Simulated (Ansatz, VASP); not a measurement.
# Al2Cu in VASP and in Ansatz

INCAR

```
PREC = Accurate
ENCUT = 520
EDIFF = 1E-6
ISMEAR = 0
SIGMA = 0.15
LREAL = False
LASPH = True
NELM = 100
ALGO = Fast
ISIF = 2
LWAVE = False
LCHARG = False
GGA = PE
NBANDS = 16
```

The input KPOINTS:

```
Automatic mesh
0
Gamma
  16 16 16
```

File POSCAR:

```
Al2Cu
1.0
   -2.0446280232      2.0446280232      3.1080736723
    2.0446280232     -2.0446280232      3.1080736723
    2.0446280232      2.0446280232     -3.1080736723
Al Cu
2 1
Direct
    0.7500000000      0.2500000000      0.5000000000
    0.2500000000      0.7500000000      0.5000000000
    0.5000000000      0.5000000000      0.0000000000
```

Input for Ansatz:

```yaml
crystal:
  lattice:
    - [-2.0446280232, 2.0446280232, 3.1080736723]
    - [2.0446280232, -2.0446280232, 3.1080736723]
    - [2.0446280232, 2.0446280232, -3.1080736723]
  atoms:
    - { symbol: Al, position: [0.75, 0.25, 0.5] }
    - { symbol: Al, position: [0.25, 0.75, 0.5] }
    - { symbol: Cu, position: [0.5, 0.5, 0.0] }
basis:
  ecutwfc: 420
kpoints:
  mp_grid: { grid: [16, 16, 16] }
hamiltonian:
  xc: pbe
scf:
  occupations: { method: gaussian, width: 0.15 }
output:
  forces: true
  stress: true
  eigenvalues: true
```

Change from the starting cell: strain +0.0750 x Voigt [0, 0, 1, 0, 0, 0], atoms carried along.

Alike in both runs: task single point; functional PBE; k mesh 16 × 16 × 16; occupations gaussian, width 0.15 eV; no spin polarisation.

|  | VASP | Ansatz |
| --- | --- | --- |
| version | VASP 6.6.1 | Ansatz 0.2.0 |
| potentials or method | VASP PAW PBE potentials, release 64 (Al, Cu), cutoff 520 eV | scalar-relativistic, plane waves, PAW |
| valence electrons in the cell | 17 | 25 |

VASP gave:

| Item | Value |
| --- | --- |
| gap on the k mesh at the Fermi level (eV) | none |
| pressure (GPa) | -5.6 |
| traceless stress, the component that is largest in VASP (GPa) | -3.18 |

Q: Which values does Ansatz return?

A: gap on the k mesh at the Fermi level (eV): none; pressure (GPa): -5.6; traceless stress, the component that is largest in VASP (GPa): -3.25.

A gap of «none» marks a metal or a gap that the smearing closes. With one functional, cell and mesh, what is left measures potentials, basis and numerics. VASP's potentials hold 17 valence electrons a cell and Ansatz's 25, so a difference there can come from the potentials and not from the codes.
